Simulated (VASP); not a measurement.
Runs of VASP 6.6.1 on Hf. The structure is that of space group P6_3/mmc (No. 194), or close to it. The cells are those of the table. 

| task | level | potentials or basis | spin | cell | smearing | gap on the mesh (eV) | pressure (GPa) |
| --- | --- | --- | --- | --- | --- | --- | --- |
| electric field gradients | r2SCAN | VASP PAW PBE potentials, release 64 (Hf_pv) | off | a = 3.171, b = 3.171, c = 5.011 Å, angles 90.0, 90.0, 120.0°, 2 atoms | fermi-dirac 0.05 eV | none | 2.3 |
| electric field gradients | PBEsol | VASP PAW PBE potentials, release 64 (Hf_pv) | off | a = 3.192, b = 3.192, c = 5.045 Å, angles 90.0, 90.0, 120.0°, 2 atoms | tetrahedron | none | -3.7 |
| electric field gradients | PBEsol | VASP PAW PBE potentials, release 64 (Hf_pv) | off | a = 3.192, b = 3.192, c = 5.045 Å, angles 90.0, 90.0, 120.0°, 2 atoms | fermi-dirac 0.05 eV | none | -3.6 |
| electric field gradients | r2SCAN | VASP PAW PBE potentials, release 64 (Hf_pv) | off | a = 3.214, b = 3.214, c = 5.078 Å, angles 90.0, 90.0, 120.0°, 2 atoms | fermi-dirac 0.05 eV | none | -2.3 |
| electric field gradients | r2SCAN | VASP PAW PBE potentials, release 64 (Hf_pv) | off | a = 3.192, b = 3.192, c = 5.045 Å, angles 90.0, 90.0, 120.0°, 2 atoms | fermi-dirac 0.05 eV | none | (a) |
| single point | PBE | VASP PAW PBE potentials, release 64 (Hf_pv) | off | a = 3.192, b = 3.192, c = 5.045 Å, angles 90.0, 90.0, 120.0°, 2 atoms | fermi-dirac 0.05 eV | none | 0.9 |
| single point | PBE | VASP PAW PBE potentials, release 64 (Hf_pv) | non-collinear, zero start, SOC | a = 3.192, b = 3.192, c = 5.045 Å, angles 90.0, 90.0, 120.0°, 2 atoms | fermi-dirac 0.05 eV | - | (b) |
| single point | LDA | VASP PAW LDA potentials, release 64 (Hf_pv) | off | a = 3.192, b = 3.192, c = 5.045 Å, angles 90.0, 90.0, 120.0°, 2 atoms | fermi-dirac 0.05 eV | none | -7.1 |
| electric field gradients | LDA | VASP PAW LDA potentials, release 64 (Hf_pv) | off | a = 3.192, b = 3.192, c = 5.045 Å, angles 90.0, 90.0, 120.0°, 2 atoms | fermi-dirac 0.05 eV | none | -7.1 |
| electric field gradients | PBE | VASP PAW PBE potentials, release 64 (Hf_pv) | off | a = 3.192, b = 3.192, c = 5.045 Å, angles 90.0, 90.0, 120.0°, 2 atoms | fermi-dirac 0.05 eV | none | 0.9 |

Alike in all rows: k mesh 12 × 12 × 7; cutoff (eV) 520.

**Question.** Fill in the values left out.

**Answer.** (a) -0.1; (b) 0.6.

Caveats: spin-orbit coupling is left out, which moves the levels of the heavy elements (some runs); the PAW data sets were made with another functional, which shifts forces and pressure a little (some runs); tetrahedron occupations give inexact forces and stress in metals (some runs).

A k mesh can miss the band edges, and rows without SOC leave out spin-orbit coupling on Hf.

A gap of «none» marks levels without a gap at the run's occupations.
